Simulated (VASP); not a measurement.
# ZnS (P6_3mc) in VASP: a series of runs

ZnS is run at these levels: PBEsol; tasks: single point.

Everything below comes from runs of VASP 6.6.1. Logs are shortened: lines on timing, memory, paths and dates and some standing lists are left out, and cuts for length are marked.

## (1) The cell of the first run

Symmetry: P6_3mc, No. 186, hexagonal system. The conventional cell has a = 3.819 Å, b = 3.819 Å, c = 6.169 Å, α = 90.00°, β = 90.00°, γ = 120.00°. Zn (site symmetry 3m) has 4 S at 2.33 Å within 3.1 Å. Within 3.1 Å of S (site symmetry 3m) lie 4 Zn at 2.33 Å.

## (2) Single point, PBEsol (film at in-plane strain +0.01)

File INCAR:

```
SYSTEM = ZnS
PREC = Accurate
ENCUT = 520
EDIFF = 1E-6
ISMEAR = 0
SIGMA = 0.01
LREAL = .FALSE.
LASPH = .TRUE.
NELM = 60
ALGO = Normal
ISIF = 2
LWAVE = .FALSE.
LCHARG = .FALSE.
GGA = PS
NBANDS = 26
```

File KPOINTS:

```
regular mesh
0
G
  6 6 4
  0 0 0
```

File POSCAR:

```
ZnS
1.0
    3.8193938850      0.0000000000      0.0000000000
   -1.9096969425      3.3076921315      0.0000000000
    0.0000000000      0.0000000000      6.1685253392
Zn S
2 2
Direct
    0.3333333333      0.6666666667      0.0039114276
    0.6666666667      0.3333333333      0.5039114276
    0.3333333333      0.6666666667      0.3810885724
    0.6666666667      0.3333333333      0.8810885724
```

Potentials or basis: VASP PAW PBE potentials, release 64 (Zn, S).

Run with:

```console
cat potpaw_PBE.64/Zn/POTCAR potpaw_PBE.64/S/POTCAR > POTCAR
mpirun -np 1 vasp_std > vasp.out
```

OUTCAR:

```text
SYSTEM = ZnS
   PREC = Accurate
   ENCUT = 520
   EDIFF = 1E-6
   ISMEAR = 0
   LREAL = .FALSE.
   LASPH = .TRUE.
   NELM = 60
   ISIF = 2
   GGA = PS

 ion  position               nearest neighbor table
   1  0.333  0.667  0.004-   3 2.33   4 2.33   4 2.33   4 2.33
   2  0.667  0.333  0.504-   4 2.33   3 2.33   3 2.33   3 2.33
   3  0.333  0.667  0.381-   1 2.33   2 2.33   2 2.33   2 2.33
   4  0.667  0.333  0.881-   2 2.33   1 2.33   1 2.33   1 2.33

  LATTYP: Found a hexagonal cell.
 ALAT       =     3.8193938850
 C/A-ratio  =     1.6150534679

  Lattice vectors:

 A1 = (   3.8193938850,   0.0000000000,   0.0000000000)
 A2 = (  -1.9096969425,   3.3076921315,   0.0000000000)
 A3 = (   0.0000000000,   0.0000000000,   6.1685253392)

Analysis of symmetry for initial positions (statically):
=====================================================================
 Subroutine PRICEL returns:
 Original cell was already a primitive cell.

 Routine SETGRP: Setting up the symmetry group for a
 hexagonal supercell.

 Subroutine GETGRP returns: Found 12 space group operations
 (whereof  6 operations were pure point group operations)
 out of a pool of 24 trial point group operations.

The static configuration has the point symmetry C_3v.
 The point group associated with its full space group is C_6v.

Analysis of symmetry for dynamics (positions and initial velocities):
=====================================================================
 Subroutine PRICEL returns:
 Original cell was already a primitive cell.

 Routine SETGRP: Setting up the symmetry group for a
 hexagonal supercell.

 Subroutine GETGRP returns: Found 12 space group operations
 (whereof  6 operations were pure point group operations)
 out of a pool of 24 trial point group operations.

The dynamic configuration has the point symmetry C_3v.
 The point group associated with its full space group is C_6v.

 Subroutine INISYM returns: Found 12 space group operations
 (whereof  6 operations are pure point group operations),
 and found     1 'primitive' translations

----------------------------------------------------------------------------------------

                                     Primitive cell

  volume of cell :      77.9293

  direct lattice vectors                    reciprocal lattice vectors
     3.819393885  0.000000000  0.000000000     0.261821648  0.151162799  0.000000000
    -1.909696943  3.307692132  0.000000000     0.000000000  0.302325597  0.000000000
     0.000000000  0.000000000  6.168525339     0.000000000  0.000000000  0.162113300

  length of vectors
     3.819393885  3.819393885  6.168525339     0.302325598  0.302325597  0.162113300

  position of ions in fractional coordinates (direct lattice)
     0.333333333  0.666666667  0.003911428
     0.666666667  0.333333333  0.503911428
     0.333333333  0.666666667  0.381088572
     0.666666667  0.333333333  0.881088572

  ion indices of the primitive-cell ions
   primitive index   ion index
                 1           1
                 2           2
                 3           3
                 4           4

----------------------------------------------------------------------------------------

 KPOINTS: regular mesh

Automatic generation of k-mesh.
 Grid dimensions read from file:
 generate k-points for:    6    6    4

 Generating k-lattice:

  Cartesian coordinates                     Fractional coordinates (reciprocal lattice)
     0.043636941  0.025193800  0.000000000     0.166666667  0.000000000  0.000000000
     0.000000000  0.050387600  0.000000000     0.000000000  0.166666667  0.000000000
     0.000000000  0.000000000  0.040528325     0.000000000  0.000000000  0.250000000

  Length of vectors
     0.050387600  0.050387600  0.040528325

  Shift w.r.t. Gamma in fractional coordinates (k-lattice)
     0.000000000  0.000000000  0.000000000

 Subroutine IBZKPT returns following result:
 ===========================================

 Found     21 irreducible k-points:

 Following reciprocal coordinates:
            Coordinates               Weight
  0.000000  0.000000  0.000000      1.000000
  0.166667  0.000000  0.000000      6.000000
  0.333333  0.000000  0.000000      6.000000
  0.500000  0.000000  0.000000      3.000000
  0.166667  0.166667  0.000000      6.000000
  0.333333  0.166667  0.000000     12.000000
[... 13 lines left out ...]
  0.333333  0.166667  0.500000     12.000000
  0.333333  0.333333  0.500000      2.000000
   k-points           NKPTS =     21   k-points in BZ     NKDIM =     21   number of bands    NBANDS=     26
   number of dos      NEDOS =    301   number of ions     NIONS =      4
   total plane-waves  NPLWV =  37632
   dimension x,y,z NGX =    28 NGY =   28 NGZ =   48
   dimension x,y,z NGXF=    56 NGYF=   56 NGZF=   96
   ions per type =               2   2
   NGX,Y,Z   is equivalent  to a cutoff of  12.19, 12.19, 12.94 a.u.
   NGXF,Y,Z  is equivalent  to a cutoff of  24.37, 24.37, 25.87 a.u.
 SYSTEM =  ZnS
   PREC   = accura    normal or accurate (medium, high low for compatibility)
   ISTART =      0    job   : 0-new  1-cont  2-samecut
   ICHARG =      2    charge: 1-file 2-atom 10-const
   ISPIN  =      1    spin polarized calculation?
   LNONCOLLINEAR =      F non collinear calculations
   LSORBIT =      F    spin-orbit coupling
   LASPH  =      T    aspherical Exc in radial PAW
   ENCUT  =  520.0 eV  38.22 Ry    6.18 a.u.   7.10  7.10 11.47*2*pi/ulx,y,z
   NELM   =     60;   NELMIN=  2; NELMDL= -5     # of ELM steps
   EDIFF  = 0.1E-05   stopping-criterion for ELM
   LREAL  =      F    real-space projection
[... 7 lines left out ...]
   TEBEG  =    0.0;   TEEND  =   0.0 temperature during run
   PSTRESS=    0.0 pullay stress
   NELECT =      36.0000    total number of electrons
   NUPDOWN=      -1.0000    fix difference up-down
   EMIN   =  10.00;   EMAX   =-10.00  energy-range for DOS
   EFERMI =   0.00;   METHOD = LEGACY
   ISMEAR =     0;   SIGMA  =   0.01  broadening in eV -4-tet -1-fermi 0-gaus
   EFERMI_NEDOS =   21; number of points for ismear=-14 and -15
   IALGO  =     38    algorithm
   IMIX   =      4    mixing-type and parameters
     AMIX     =   0.40;   BMIX     =  1.00
     AMIX_MAG =   1.60;   BMIX_MAG =  1.00
  volume/ion in A,a.u.               =      19.48       131.47
  Fermi-wavevector in a.u.,A,eV,Ry     =   1.265539  2.391521 21.790924  1.601588
  Thomas-Fermi vector in A             =   2.398786
   LORBIT       =      0    0 simple, 1 ext, 2 COOP (PROOUT), +10 PAW based schemes
   GGA     = PS    functional components
   LHFCALC =     F    Hartree Fock is set to
   AEXX    =    0.0000 exact exchange contribution
   IVDW    =     0    specifies the selected vdW correction
   LEPSILON=     F    determine dielectric tensor
   LRPA    =     F    only Hartree local field effects (RPA)
 non-spin polarized calculation
 Gauss-broadening in eV      SIGMA  =   0.01
  energy-cutoff  :      520.00
  volume of cell :       77.93
 maximum number of plane-waves:      2127
   NGX = 15   NGY = 15   NGZ = 23

 number of electron      35.9999998 magnetization

 Free energy of the ion-electron system (eV)
  ---------------------------------------------------
  ext. energy  EPLUGINS =         0.00000000
  ---------------------------------------------------
  free energy    TOTEN  =       -15.15817459 eV

  energy without entropy =      -15.15817459  energy(sigma->0) =      -15.15817459

 E-fermi :   2.1794     XC(G=0):  -9.8990

 val. band max:        2.1261711234   @ k =   0.0000   0.0000   0.0000
 cond. band min:       4.2693123205   @ k =   0.0000   0.0000   0.0000
 fundamental gap:      2.1431411971
 Fermi energy:         2.1793844204

 k-point     1 :       0.0000    0.0000    0.0000
  band No.  band energies     occupation
      1     -11.1192      2.00000
      2     -10.1158      2.00000
      3      -4.2693      2.00000
      4      -4.2654      2.00000
      5      -4.2654      2.00000
      6      -4.1831      2.00000
[... 18 lines left out ...]
     25       9.7296      0.00000
     26      11.3952      0.00000

 k-point     2 :       0.1667    0.0000    0.0000
  band No.  band energies     occupation
      1     -10.9330      2.00000
      2     -10.0188      2.00000
      3      -4.2837      2.00000
      4      -4.2311      2.00000
      5      -4.2296      2.00000
      6      -4.1599      2.00000
[... 18 lines left out ...]
     25      10.3049      0.00000
     26      10.5474      0.00000

 k-point     3 :       0.3333    0.0000    0.0000
  band No.  band energies     occupation
      1     -10.4838      2.00000
      2      -9.8494      2.00000
      3      -4.2788      2.00000
      4      -4.1738      2.00000
      5      -4.1732      2.00000
      6      -4.0353      2.00000
[... 18 lines left out ...]
     25      10.8252      0.00000
     26      11.7353      0.00000

 k-point     4 :       0.5000    0.0000    0.0000
  band No.  band energies     occupation
      1     -10.1701      2.00000
      2      -9.8220      2.00000
      3      -4.2627      2.00000
      4      -4.1563      2.00000
      5      -4.0377      2.00000
      6      -4.0060      2.00000
[... 18 lines left out ...]
     25      11.1541      0.00000
     26      13.4509      0.00000
[... 409 lines left out ...]
      1     -10.2632      2.00000
      2     -10.2632      2.00000
      3      -4.2692      2.00000
      4      -4.2692      2.00000
      5      -4.1459      2.00000
      6      -4.1459      2.00000
[... 18 lines left out ...]
     25      10.4449      0.00000
     26      10.4449      0.00000

 k-point    20 :       0.3333    0.1667    0.5000
  band No.  band energies     occupation
      1      -9.9892      2.00000
      2      -9.9892      2.00000
      3      -4.2279      2.00000
      4      -4.2279      2.00000
      5      -4.0710      2.00000
      6      -4.0710      2.00000
[... 18 lines left out ...]
     25      11.1120      0.00000
     26      11.1120      0.00000

 k-point    21 :       0.3333    0.3333    0.5000
  band No.  band energies     occupation
      1      -9.8952      2.00000
      2      -9.8952      2.00000
      3      -4.1526      2.00000
      4      -4.1526      2.00000
      5      -4.0955      2.00000
      6      -4.0955      2.00000
[... 18 lines left out ...]
     25      11.7559      0.00000
     26      11.7559      0.00000

------------------------ aborting loop because EDIFF is reached ----------------------------------------

  FORCE on cell =-STRESS in cart. coord.  units (eV):
  Direction    XX          YY          ZZ          XY          YZ          ZX
  --------------------------------------------------------------------------------------
  -------------------------------------------------------------------------------------
  Total       -0.6275860     -0.6275860      0.1072059      0.0000000      0.0000000      0.0000000
  in kB      -12.9027701    -12.9027701      2.2040856      0.0000000      0.0000000      0.0000000
  external PRESSURE =      -7.8671515 kB  Pullay stress =       0.0000000 kB

 VOLUME and BASIS-vectors are now :
 -----------------------------------------------------------------------------
  energy-cutoff  :      520.00
  volume of cell :       77.93
      direct lattice vectors                 reciprocal lattice vectors
     3.819393885  0.000000000  0.000000000     0.261821648  0.151162799  0.000000000
    -1.909696943  3.307692132  0.000000000     0.000000000  0.302325597  0.000000000
     0.000000000  0.000000000  6.168525339     0.000000000  0.000000000  0.162113300

 POSITION                                       TOTAL-FORCE (eV/Angst)
 -----------------------------------------------------------------------------------
     -0.00000      2.20513      0.02413        -0.000000      0.000000      0.000561
      1.90970      1.10256      3.10839         0.000000     -0.000000      0.000561
     -0.00000      2.20513      2.35075         0.000000      0.000000     -0.000561
      1.90970      1.10256      5.43502        -0.000000      0.000000     -0.000561
 -----------------------------------------------------------------------------------
    total drift:                               -0.000001     -0.000001      0.001411

  FREE ENERGIE OF THE ION-ELECTRON SYSTEM (eV)
  ---------------------------------------------------
  free  energy   TOTEN  =       -15.1581745912 eV

  energy  without entropy=      -15.1581745912  energy(sigma->0) =      -15.15817459
```

Run time: 31 s. Hardware: 1 thread of Intel Xeon Platinum 8259CL at 2.50GHz (Skylake/Cascade Lake), shared host; peak memory 0.2 GiB.

Results:

```
Free energy            : -15.1582 eV
Pressure               : -0.8 GPa
Band gap on the k mesh : 2.14 eV, direct
```

Caveat: the cell differs from its parent crystal (film at in-plane strain +0.01); the PAW data sets were made with another functional, which shifts forces and pressure a little.

(Part 1 of 3 ends here.)
